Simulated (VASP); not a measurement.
A run of VASP 6.6.1 is set up as follows.

Contents of POSCAR:

```
Ce
1.0
    0.0000000000      2.5806000000      2.5806000000
    2.5806000000      0.0000000000      2.5806000000
    2.5806000000      2.5806000000      0.0000000000
Ce
1
Direct
    0.0000000000      0.0000000000      0.0000000000
```

File INCAR.step1:

```
GGA      = PE             # functional
ISPIN    = 2              # spin polarisation
MAGMOM   = 1              # initial moments
LORBIT   = 11             # projections on sites
ISMEAR   = 1              # smearing method
SIGMA    = 0.1            # smearing width, eV
LWAVE    = False          # write WAVECAR
LCHARG   = True           # write CHGCAR
NBANDS   = 26             # bands
PREC     = Accurate       # precision mode
LASPH    = True           # aspherical terms in the spheres
LREAL    = False          # projectors in reciprocal space
ALGO     = Normal         # electronic algorithm
EDIFF    = 1E-6           # SCF threshold, eV
NELM     = 200            # most SCF steps
GGA_COMPAT= False        
ENCUT    = 550            # plane-wave cutoff, eV
LMAXMIX  = 6              # l up to which the mixer works
```

File KPOINTS.step1:

```
k-points
0
Gamma
  10 10 10
```

File INCAR.step2:

```
GGA      = PE             # functional
ISPIN    = 2              # spin polarisation
MAGMOM   = 1              # initial moments
LORBIT   = 11             # projections on sites
ISMEAR   = -5             # smearing method
LWAVE    = False          # write WAVECAR
LCHARG   = False          # write CHGCAR
NBANDS   = 26             # bands
PREC     = Accurate       # precision mode
LASPH    = True           # aspherical terms in the spheres
LREAL    = False          # projectors in reciprocal space
ALGO     = Normal         # electronic algorithm
EDIFF    = 1E-6           # SCF threshold, eV
NELM     = 200            # most SCF steps
GGA_COMPAT= False        
ENCUT    = 550            # plane-wave cutoff, eV
LMAXMIX  = 6              # l up to which the mixer works
NEDOS    = 4001           # points of the DOS
EMIN     = -10.1817     
EMAX     = 14.8183      
ICHARG   = 11             # starting density
```

The input KPOINTS.step2:

```
Automatic mesh
0
Gamma
  27 27 27
  0 0 0
```

Potentials or basis: VASP PAW PBE potentials, release 64 (Ce).

The run is started by

```sh
$ cat potpaw_PBE.64/Ce/POTCAR > POTCAR
$ cp INCAR.step1 INCAR
$ cp KPOINTS.step1 KPOINTS
$ mpirun -np 1 vasp_std > vasp.out
$ cp INCAR.step2 INCAR
$ cp KPOINTS.step2 KPOINTS
$ mpirun -np 1 vasp_std > vasp.out
```

Q: Predict the site moments.

A: Ce +0.23 μB.

Q: Predict the density of states at the Fermi level.

A: 4.19 states/eV/atom.

Caveat: the magnetic or orbital state may not be the lowest; spin-orbit coupling is left out, which moves the levels of the heavy elements; semilocal functionals describe open f shells poorly, which spoils levels, moments and volumes. The state reached can hang on the start; a lower one may exist.
